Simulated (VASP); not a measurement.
A run of VASP 6.6.1:

The input INCAR:

```
SYSTEM = KCl
ALGO = Normal ; EDIFF = 1E-7
ENCUT = 520 ; GGA = PS
ISIF = 2 ; ISMEAR = -1
LASPH = .TRUE. ; LCHARG = .FALSE.
LREAL = .FALSE. ; LWAVE = .FALSE.
NBANDS = 15 ; NELM = 100
PREC = Accurate ; SIGMA = 0.01
```

The input KPOINTS:

```
k-points
0
G
  7 7 7
  0 0 0
```

The input POSCAR:

```
KCl
1.0
    3.6340000000     -0.0363400000     -0.0363400000
   -0.0363400000      3.6340000000     -0.0363400000
   -0.0363400000     -0.0363400000      3.6340000000
K Cl
1 1
Direct
    0.0000000000      0.0000000000      0.0000000000
    0.5000000000      0.5000000000      0.5000000000
```

Potentials or basis: VASP PAW PBE potentials, release 64 (K_sv, Cl).

The run is started by

```sh
$ cat potpaw_PBE.64/K_sv/POTCAR potpaw_PBE.64/Cl/POTCAR > POTCAR
$ mpirun -np 1 vasp_std > vasp.out
```

Hardware: 1 thread of Intel(R) Xeon(R) Platinum 8259CL CPU @ 2.50GHz (Skylake/Cascade Lake), with other jobs on the host.

Question: How long does it take, and how much memory?

Answer: Wall time 46 s on 1 thread of Intel(R) Xeon(R) Platinum 8259CL CPU @ 2.50GHz (Skylake/Cascade Lake) (shared host), peak memory 0.17 GiB. Counts: scf iterations 14, k points 44.
